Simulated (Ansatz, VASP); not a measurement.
## FeCu: VASP beside Ansatz

The input INCAR:

```
ALGO = Normal
EDIFF = 1E-7
ENCUT = 520
GGA = PS
ISIF = 2
ISMEAR = 0
ISPIN = 2
LASPH = T
LCHARG = F
LMAXMIX = 4
LORBIT = 11
LREAL = F
LWAVE = F
MAGMOM = 3.5 0
NBANDS = 20
NELM = 150
PREC = Accurate
SIGMA = 0.1
```

File KPOINTS:

```
k-points
0
Gamma
  12 12 7
```

POSCAR

```
FeCu
1.0
    1.4509446530     -2.0054497395      0.0000000000
    1.4509446530      2.0054497395      0.0000000000
    0.0000000000      0.0000000000      4.1745962179
Fe Cu
1 1
Direct
    0.0000000000      0.0000000000      0.0000000000
    0.5000000000      0.5000000000      0.5000000000
```

Input for Ansatz:

```yaml
crystal:
  lattice:
    - [1.4509446529727619, -2.0054497395226734, 0.0]
    - [1.4509446529727619, 2.0054497395226734, 0.0]
    - [0.0, 0.0, 4.1745962179124945]
  atoms:
    - { symbol: Fe, position: [0.0, 0.0, 0.0], spin: 3.5 }
    - { symbol: Cu, position: [0.5, 0.5, 0.5] }
basis:
  ecutwfc: 500.0
kpoints:
  mp_grid:
    grid: [12, 12, 7]
hamiltonian:
  xc: pbesol
magnetization:
  spin_polarized: true
scf:
  convergence:
    dr2_threshold: 1.0e-10
  occupations:
    method: gaussian
    width: 0.1
```

Alike in both runs: task single point; functional PBEsol; k mesh 12 × 12 × 7; occupations gaussian, width 0.1 eV; collinear spin.

|  | VASP | Ansatz |
| --- | --- | --- |
| version | VASP 6.6.1 | Ansatz 0.2.0 |
| potentials or method | VASP PAW PBE potentials, release 64 (Fe, Cu), cutoff 520 eV | plane waves, PAW |
| valence electrons in the cell | 19 | 35 |

VASP gave:

```
net moment per atom (μB)                                      : 1.32
size of the moment on the site where the two differ most (μB) : 0.06
```

What did Ansatz give for the same quantities?

net moment per atom (μB): 1.33; size of the moment on the site where the two differ most (μB): 0.09.

VASP's potentials were made for PBE, not for PBEsol. Site moments also hang on the region over which each program counts them. VASP's potentials hold 19 valence electrons a cell and Ansatz's 35, so a difference there can come from the potentials and not from the codes.
